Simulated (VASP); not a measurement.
# Nd (Fm-3m) in VASP: density of states with PBE

Aim: the density of states of Nd with PBE.

Everything below comes from runs of VASP 6.6.1. Logs are shortened: lines on timing, memory, paths and dates and some standing lists are left out, and cuts for length are marked.

### 1 The cell of the first run

It takes space group Fm-3m (No. 225, cubic). Conventional cell: a = 5.251 Å, b = 5.251 Å, c = 5.251 Å, α = 90.00°, β = 90.00°, γ = 90.00°. Nd (site symmetry m-3m) has 12 Nd at 3.71 Å within 4.9 Å.

### 2 Density of states, PBE, collinear spin, ferromagnetic start

POSCAR

```
Nd
1.0
    0.0000000000      2.6253753610      2.6253753610
    2.6253753610      0.0000000000      2.6253753610
    2.6253753610      2.6253753610      0.0000000000
Nd
1
Direct
    0.0000000000      0.0000000000      0.0000000000
```

INCAR.step1

```
  PREC = Accurate
  ENCUT = 520
  EDIFF = 1E-6
  ISMEAR = 0
  SIGMA = 0.05
  LREAL = F
  LASPH = T
  NELM = 150
  ALGO = Normal
  ISIF = 2
  LWAVE = F
  LCHARG = T
  ISPIN = 2
  MAGMOM = 4.11
  LMAXMIX = 6
  GGA = PE
  NBANDS = 17
```

KPOINTS.step1

```
Automatic mesh
0
Gamma
  14 14 14
```

INCAR.step2

```
  PREC = Accurate
  ENCUT = 520
  EDIFF = 1E-6
  ISMEAR = -5
  SIGMA = 0.05
  LREAL = F
  LASPH = T
  NELM = 150
  ALGO = Normal
  ISIF = 2
  LWAVE = F
  LCHARG = F
  ISPIN = 2
  MAGMOM = 4.11
  LORBIT = 10
  LMAXMIX = 6
  GGA = PE
  NEDOS = 2001
  ICHARG = 11
```

KPOINTS.step2

```
Automatic mesh
0
Gamma
  21 21 21
```

Potentials or basis: VASP PAW PBE potentials, release 64 (Nd).

Started as:

```sh
cat potpaw_PBE.64/Nd/POTCAR > POTCAR
cp INCAR.step1 INCAR
cp KPOINTS.step1 KPOINTS
mpirun -np 1 vasp_std > vasp.out
cp INCAR.step2 INCAR
cp KPOINTS.step2 KPOINTS
mpirun -np 1 vasp_std > vasp.out
```

OUTCAR:

```text
PREC = Accurate
   ENCUT = 520
   EDIFF = 1E-6
   ISMEAR = -5
   LREAL = F
   LASPH = T
   NELM = 150
   ISIF = 2
   ISPIN = 2
   LORBIT = 10
   GGA = PE
   ICHARG = 11

 ion  position               nearest neighbor table
   1  0.000  0.000  0.000-

  LATTYP: Found a face centered cubic cell.
 ALAT       =     5.2507507220

  Lattice vectors:

 A1 = (   0.0000000000,   2.6253753610,   2.6253753610)
 A2 = (   2.6253753610,   0.0000000000,   2.6253753610)
 A3 = (   2.6253753610,   2.6253753610,   0.0000000000)

Analysis of symmetry for initial positions (statically):
[... 5 lines left out ...]
 face centered cubic supercell.

 Subroutine GETGRP returns: Found 48 space group operations
 (whereof 48 operations were pure point group operations)
 out of a pool of 48 trial point group operations.

The static configuration has the point symmetry O_h .

Analysis of symmetry for dynamics (positions and initial velocities):
[... 5 lines left out ...]
 face centered cubic supercell.

 Subroutine GETGRP returns: Found 48 space group operations
 (whereof 48 operations were pure point group operations)
 out of a pool of 48 trial point group operations.

The dynamic configuration has the point symmetry O_h .

Analysis of structural, dynamic, and magnetic symmetry:
=====================================================================
 Subroutine PRICEL returns:
 Original cell was already a primitive cell.

 Routine SETGRP: Setting up the symmetry group for a
 face centered cubic supercell.

 Subroutine GETGRP returns: Found 48 space group operations
 (whereof 48 operations were pure point group operations)
 out of a pool of 48 trial point group operations.

The overall configuration has the point symmetry O_h .

 Subroutine INISYM returns: Found 48 space group operations
 (whereof 48 operations are pure point group operations),
 and found     1 'primitive' translations

----------------------------------------------------------------------------------------

                                     Primitive cell

  volume of cell :      36.1913

  direct lattice vectors                    reciprocal lattice vectors
     0.000000000  2.625375361  2.625375361    -0.190448957  0.190448957  0.190448957
     2.625375361  0.000000000  2.625375361     0.190448957 -0.190448957  0.190448957
     2.625375361  2.625375361  0.000000000     0.190448957  0.190448957 -0.190448957

  length of vectors
     3.712841442  3.712841442  3.712841442     0.329867270  0.329867270  0.329867270

  position of ions in fractional coordinates (direct lattice)
     0.000000000  0.000000000  0.000000000

  ion indices of the primitive-cell ions
   primitive index   ion index
                 1           1

----------------------------------------------------------------------------------------

 KPOINTS: Automatic mesh

Automatic generation of k-mesh.
 Grid dimensions read from file:
 generate k-points for:   21   21   21

 Generating k-lattice:

  Cartesian coordinates                     Fractional coordinates (reciprocal lattice)
    -0.009068998  0.009068998  0.009068998     0.047619048  0.000000000  0.000000000
     0.009068998 -0.009068998  0.009068998     0.000000000  0.047619048  0.000000000
     0.009068998  0.009068998 -0.009068998     0.000000000  0.000000000  0.047619048

  Length of vectors
     0.015707965  0.015707965  0.015707965

  Shift w.r.t. Gamma in fractional coordinates (k-lattice)
     0.000000000  0.000000000  0.000000000

 TETIRR: Found   1276 inequivalent tetrahedra from    55566

 Subroutine IBZKPT returns following result:
 ===========================================

 Found    286 irreducible k-points:

 Following reciprocal coordinates:
            Coordinates               Weight
  0.000000  0.000000  0.000000      1.000000
  0.047619  0.000000  0.000000      8.000000
  0.095238  0.000000  0.000000      8.000000
  0.142857  0.000000  0.000000      8.000000
  0.190476  0.000000  0.000000      8.000000
  0.238095  0.000000  0.000000      8.000000
[... 16 lines left out ...]
 -0.428571  0.047619  0.000000     24.000000
 -0.380952  0.047619  0.000000     24.000000
 [... further k-points ...]
   k-points           NKPTS =    286   k-points in BZ     NKDIM =    286   number of bands    NBANDS=     13
   number of dos      NEDOS =   2001   number of ions     NIONS =      1
   total plane-waves  NPLWV =  21952
   dimension x,y,z NGX =    28 NGY =   28 NGZ =   28
   dimension x,y,z NGXF=    56 NGYF=   56 NGZF=   56
   ions per type =               1
   NGX,Y,Z   is equivalent  to a cutoff of  12.54, 12.54, 12.54 a.u.
   NGXF,Y,Z  is equivalent  to a cutoff of  25.07, 25.07, 25.07 a.u.
 SYSTEM =  unknown system
   PREC   = accura    normal or accurate (medium, high low for compatibility)
   ISTART =      0    job   : 0-new  1-cont  2-samecut
   ICHARG =     11    charge: 1-file 2-atom 10-const
   ISPIN  =      2    spin polarized calculation?
   LNONCOLLINEAR =      F non collinear calculations
   LSORBIT =      F    spin-orbit coupling
   LASPH  =      T    aspherical Exc in radial PAW
   ENCUT  =  520.0 eV  38.22 Ry    6.18 a.u.   6.90  6.90  6.90*2*pi/ulx,y,z
   NELM   =    150;   NELMIN=  2; NELMDL=  0     # of ELM steps
   EDIFF  = 0.1E-05   stopping-criterion for ELM
   LREAL  =      F    real-space projection
   EDIFFG = 0.1E-04   stopping-criterion for IOM
   NSW    =      0    number of steps for IOM
   IBRION =     -1    ionic relax: 0-MD 1-quasi-New 2-CG
   NFREE  =      0    steps in history (QN), initial steepest desc. (CG)
   ISIF   =      2    stress and relaxation
   ISYM   =      2    0-nonsym 1-usesym 2-fastsym
   POTIM  = 0.5000    time-step for ionic-motion
   TEBEG  =    0.0;   TEEND  =   0.0 temperature during run
   PSTRESS=    0.0 pullay stress
   NELECT =      14.0000    total number of electrons
   NUPDOWN=      -1.0000    fix difference up-down
   EMIN   =  10.00;   EMAX   =-10.00  energy-range for DOS
   EFERMI =   0.00;   METHOD = LEGACY
   ISMEAR =    -5;   SIGMA  =   0.05  broadening in eV -4-tet -1-fermi 0-gaus
   EFERMI_NEDOS =   21; number of points for ismear=-14 and -15
   IALGO  =     38    algorithm
   IMIX   =      4    mixing-type and parameters
     AMIX     =   0.40;   BMIX     =  1.00
     AMIX_MAG =   1.60;   BMIX_MAG =  1.00
  volume/ion in A,a.u.               =      36.19       244.23
  Fermi-wavevector in a.u.,A,eV,Ry     =   1.192842  2.254144 19.359336  1.422871
  Thomas-Fermi vector in A             =   2.328870
   LORBIT       =     10    0 simple, 1 ext, 2 COOP (PROOUT), +10 PAW based schemes
   GGA     = PE    functional components
   LHFCALC =     F    Hartree Fock is set to
   AEXX    =    0.0000 exact exchange contribution
   IVDW    =     0    specifies the selected vdW correction
   LEPSILON=     F    determine dielectric tensor
   LRPA    =     F    only Hartree local field effects (RPA)
 spin polarized calculation
 Fermi weights with tetrahedron method with Bloechl corrections
  energy-cutoff  :      520.00
  volume of cell :       36.19
 maximum number of plane-waves:       990

 number of electron      14.0000004 magnetization       4.1915386

 Free energy of the ion-electron system (eV)
  ---------------------------------------------------
  ext. energy  EPLUGINS =         0.00000000
  ---------------------------------------------------
  free energy    TOTEN  =        -6.48864840 eV

  energy without entropy =       -6.48864840  energy(sigma->0) =       -6.48864840

 E-fermi :   4.3040     XC(G=0):  -9.6327

 val. band max:        4.3144832609   @ k =  -0.3810   0.2381   0.0476
 cond. band min:       4.3000492784   @ k =   0.3333   0.1429   0.0000
 fundamental gap:     -0.0144339825
 Fermi energy:         4.3040202439

 spin component 1

 k-point     1 :       0.0000    0.0000    0.0000
  band No.  band energies     occupation
      1     -33.0774      1.00000
      2     -13.8097      1.00000
      3     -13.8097      1.00000
      4     -13.8097      1.00000
      5       0.2515      1.00000
      6       4.0164      1.00000
      7       4.0164      1.00000
      8       4.0166      1.00000
      9       4.4788      0.00000
     10       4.4788      0.00000
     11       4.4792      0.00000
     12       4.5203      0.00000
     13       5.8393      0.00000

 k-point     2 :       0.0476    0.0000    0.0000
  band No.  band energies     occupation
      1     -33.0750      1.00000
      2     -13.8345      1.00000
      3     -13.8127      1.00000
      4     -13.8127      1.00000
      5       0.3158      1.00000
      6       4.0052      1.00000
      7       4.0053      1.00000
      8       4.0167      1.00000
      9       4.4753      0.00000
     10       4.4813      0.00000
     11       4.4816      0.00000
     12       4.5040      0.00000
     13       5.8507      0.00000

 k-point     3 :       0.0952    0.0000    0.0000
  band No.  band energies     occupation
      1     -33.0678      1.00000
      2     -13.9058      1.00000
      3     -13.8213      1.00000
      4     -13.8213      1.00000
      5       0.5029      1.00000
      6       3.9755      1.00000
      7       3.9756      1.00000
      8       4.0173      1.00000
      9       4.4560      0.00000
     10       4.4663      0.00000
     11       4.4890      0.00000
     12       4.4892      0.00000
     13       5.7415      0.00000
[... 305 lines left out ...]
 k-point    23 :      -0.4286    0.0476    0.0000
  band No.  band energies     occupation
      1     -32.9667      1.00000
      2     -14.7816      1.00000
      3     -13.9579      1.00000
      4     -13.9360      1.00000
      5       2.3495      1.00000
      6       3.7589      1.00000
      7       3.7601      1.00000
      8       4.0130      1.00000
      9       4.2826      1.00000
     10       4.6896      0.00000
     11       4.6939      0.00000
     12       4.8228      0.00000
     13       5.6804      0.00000

 k-point    24 :      -0.3810    0.0476    0.0000
  band No.  band energies     occupation
      1     -32.9748      1.00000
      2     -14.7168      1.00000
      3     -13.9521      1.00000
      4     -13.9232      1.00000
      5       2.3154      1.00000
      6       3.7690      1.00000
      7       3.7710      1.00000
      8       4.0127      1.00000
      9       4.2984      0.86002
     10       4.6557      0.00000
     11       4.6659      0.00000
     12       4.7332      0.00000
     13       5.8064      0.00000

 [... further k-points ...]

 spin component 2

 k-point     1 :       0.0000    0.0000    0.0000
  band No.  band energies     occupation
      1     -31.4209      1.00000
      2     -12.4736      1.00000
      3     -12.4736      1.00000
      4     -12.4736      1.00000
      5       1.1897      1.00000
      6       5.9856      0.00000
      7       6.1994      0.00000
      8       6.1994      0.00000
      9       6.1994      0.00000
     10       6.8757      0.00000
     11       6.8759      0.00000
     12       6.8780      0.00000
     13       7.3058      0.00000

 k-point     2 :       0.0476    0.0000    0.0000
  band No.  band energies     occupation
      1     -31.4182      1.00000
      2     -12.5002      1.00000
      3     -12.4768      1.00000
      4     -12.4767      1.00000
      5       1.2553      1.00000
      6       5.9523      0.00000
      7       6.1932      0.00000
      8       6.2006      0.00000
      9       6.2006      0.00000
     10       6.8704      0.00000
     11       6.8722      0.00000
     12       6.8728      0.00000
     13       7.3079      0.00000

 k-point     3 :       0.0952    0.0000    0.0000
  band No.  band energies     occupation
      1     -31.4104      1.00000
      2     -12.5763      1.00000
      3     -12.4857      1.00000
      4     -12.4857      1.00000
      5       1.4460      1.00000
      6       5.8609      0.00000
      7       6.1758      0.00000
      8       6.2044      0.00000
      9       6.2044      0.00000
     10       6.8566      0.00000
     11       6.8644      0.00000
     12       6.8644      0.00000
     13       7.3070      0.00000
[... 305 lines left out ...]
 k-point    23 :      -0.4286    0.0476    0.0000
  band No.  band energies     occupation
      1     -31.3003      1.00000
      2     -13.5053      1.00000
      3     -12.6277      1.00000
      4     -12.6043      1.00000
      5       3.3983      1.00000
      6       5.8008      0.00000
      7       6.2270      0.00000
      8       6.4040      0.00000
      9       6.4169      0.00000
     10       6.6244      0.00000
     11       6.6381      0.00000
     12       6.9556      0.00000
     13       6.9620      0.00000

 k-point    24 :      -0.3810    0.0476    0.0000
  band No.  band energies     occupation
      1     -31.3092      1.00000
      2     -13.4367      1.00000
      3     -12.6218      1.00000
      4     -12.5908      1.00000
      5       3.3530      1.00000
      6       5.8106      0.00000
      7       6.0905      0.00000
      8       6.3451      0.00000
      9       6.3665      0.00000
     10       6.7144      0.00000
     11       6.7219      0.00000
     12       6.9618      0.00000
     13       6.9921      0.00000

 [... further k-points ...]
[... 5 lines left out ...]
  --------------------------------------------------------------------------------------
  -------------------------------------------------------------------------------------
  Total       -0.3984407     -0.3984407     -0.3984407     -0.0000000      0.0000000      0.0000000
  in kB      -17.6388428    -17.6388428    -17.6388428     -0.0000000      0.0000000      0.0000000
  external PRESSURE =     -17.6388428 kB  Pullay stress =       0.0000000 kB

 VOLUME and BASIS-vectors are now :
 -----------------------------------------------------------------------------
  energy-cutoff  :      520.00
  volume of cell :       36.19
      direct lattice vectors                 reciprocal lattice vectors
     0.000000000  2.625375361  2.625375361    -0.190448957  0.190448957  0.190448957
     2.625375361  0.000000000  2.625375361     0.190448957 -0.190448957  0.190448957
     2.625375361  2.625375361  0.000000000     0.190448957  0.190448957 -0.190448957

 POSITION                                       TOTAL-FORCE (eV/Angst)
 -----------------------------------------------------------------------------------
      0.00000      0.00000      0.00000        -0.000000     -0.000000     -0.000000
 -----------------------------------------------------------------------------------
    total drift:                               -0.000000     -0.000000     -0.000000

  FREE ENERGIE OF THE ION-ELECTRON SYSTEM (eV)
  ---------------------------------------------------
  free  energy   TOTEN  =        -6.4886483976 eV

  energy  without entropy=       -6.4886483976  energy(sigma->0) =       -6.48864840

 total charge

# of ion       s       p       d       f       tot
--------------------------------------------------
    1        2.024   5.372   0.527   3.274  11.196

 magnetization (x)

# of ion       s       p       d       f       tot
--------------------------------------------------
    1       -0.006  -0.094   0.231   3.254   3.385
```

It took 4.2 min on 1 thread of Intel Xeon Platinum 8488C (Sapphire Rapids), shared host; peak memory 0.34 GiB.

What came out:

- Net moment: 4.19 μB per cell
- Site moments: Nd +3.38 μB
- Valence electrons inside the program's atomic spheres: Nd 11.20

Caveat: the magnetic or orbital state may not be the lowest; spin-orbit coupling is left out, which moves the levels of the heavy elements; tetrahedron occupations give inexact forces and stress in metals.
